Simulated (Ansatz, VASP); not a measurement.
**One calculation of AgCl, two programs**

The input INCAR:

```
SYSTEM = AgCl
PREC = Accurate
ENCUT = 520
EDIFF = 1E-7
ISMEAR = -1
SIGMA = 0.01
LREAL = .False.
LASPH = .True.
NELM = 80
ALGO = Normal
ISIF = 2
LWAVE = .False.
LCHARG = .False.
GGA = PE
NBANDS = 16
```

KPOINTS

```
Automatic mesh
0
Gamma
  9 9 9
  0 0 0
```

File POSCAR:

```
AgCl
1.0
    3.4453816320      0.0000000000      0.0000000000
    0.0000000000      3.4453816320      0.0000000000
    0.0000000000      0.0000000000      3.4453816320
Ag Cl
1 1
Direct
    0.0000000000      0.0000000000      0.0000000000
    0.5000000000      0.5000000000      0.5000000000
```

Input for Ansatz:

```yaml
crystal:
  lattice:
    - [3.445381632, 0.0, 0.0]
    - [0.0, 3.445381632, 0.0]
    - [0.0, 0.0, 3.445381632]
  atoms:
    - { symbol: Ag, position: [0.0, 0.0, 0.0] }
    - { symbol: Cl, position: [0.5, 0.5, 0.5] }
kpoints:
  mp_grid: { grid: [9, 9, 9] }
  band_path:
    path:
      - [0.0, 0.0, 0.0]
      - [0.0, 0.5, 0.0]
      - [0.5, 0.5, 0.0]
      - [0.0, 0.0, 0.0]
      - [0.5, 0.5, 0.5]
      - [0.0, 0.5, 0.0]
      - [0.5, 0.5, 0.5]
      - [0.5, 0.5, 0.0]
    npoints: 5
scf:
  occupations: { method: fermi_dirac, width: 0.01 }
hamiltonian:
  xc: pbe
  pseudopotentials: { kind: all_electron, lapw: { basis_error: 0.001 } }
output:
  forces: true
  stress: true
  eigenvalues: true
```

Change from the starting cell: volume scaled by 1.01.

Alike in both runs: task single point; functional PBE; k mesh 9 × 9 × 9; occupations fermi-dirac, width 0.01 eV; no spin polarisation.

```csv
,VASP,Ansatz
version,VASP 6.6.1,Ansatz 0.2.0
potentials or method,"VASP PAW PBE potentials, release 64 (Ag, Cl), cutoff 520 eV","all-electron LAPW, scalar-relativistic"
```

|  | VASP | Ansatz | Ansatz less VASP |
| --- | --- | --- | --- |
| gap on the k mesh at the Fermi level (eV) | 0.60 | 0.60 | +0.002 |
| pressure (GPa) | -0.7 | -0.6 | +0.14 |

Ansatz ran all-electron here, and VASP with PAW potentials.
